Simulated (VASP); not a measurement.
Here is a VASP 6.6.1 calculation.

File INCAR:

```
  PREC = Accurate
  ENCUT = 520
  EDIFF = 1E-6
  ISMEAR = 0
  SIGMA = 0.1
  LREAL = F
  LASPH = T
  NELM = 60
  ALGO = Normal
  ISIF = 2
  LWAVE = F
  LCHARG = F
  GGA = PE
  NBANDS = 34
```

KPOINTS

```
Automatic mesh
0
Gamma
  4 4 6
```

Contents of POSCAR:

```
Y4I
1.0
    4.7151018032     -4.7817266202      0.0000000000
    4.7151018032      4.7817266202      0.0000000000
    0.0000000000      0.0000000000      3.8411890217
Y I
4 1
Direct
    0.7391010457      0.2608989543      0.5000000000
    0.2608989543      0.7391010457      0.5000000000
    0.3168165649      0.3168165649      0.0000000000
    0.6831834351      0.6831834351      0.0000000000
    0.0000000000      0.0000000000      0.0000000000
```

Potentials or basis: VASP PAW PBE potentials, release 64 (Y_sv, I).

The run is started by

```console
$ cat potpaw_PBE.64/Y_sv/POTCAR potpaw_PBE.64/I/POTCAR > POTCAR
$ mpirun -np 1 vasp_std > vasp.out
```

Estimate the pressure.

0.1 GPa.

What does it give for the band gap on the k mesh?

Zero (an odd number of electrons rules out a gap without spin polarisation).

Predict the largest force.

0.025 eV/Å.

Forces on the atoms (eV/Å):
```
Y    0.000 -0.015  0.000
Y    0.000  0.015  0.000
Y    0.025  0.000  0.000
Y   -0.025  0.000  0.000
I    0.000  0.000  0.000
```

Caveat: spin-orbit coupling is left out, which moves the levels of the heavy elements; an odd number of electrons without spin polarisation forces a metal; a magnetic or distorted state may lie lower.
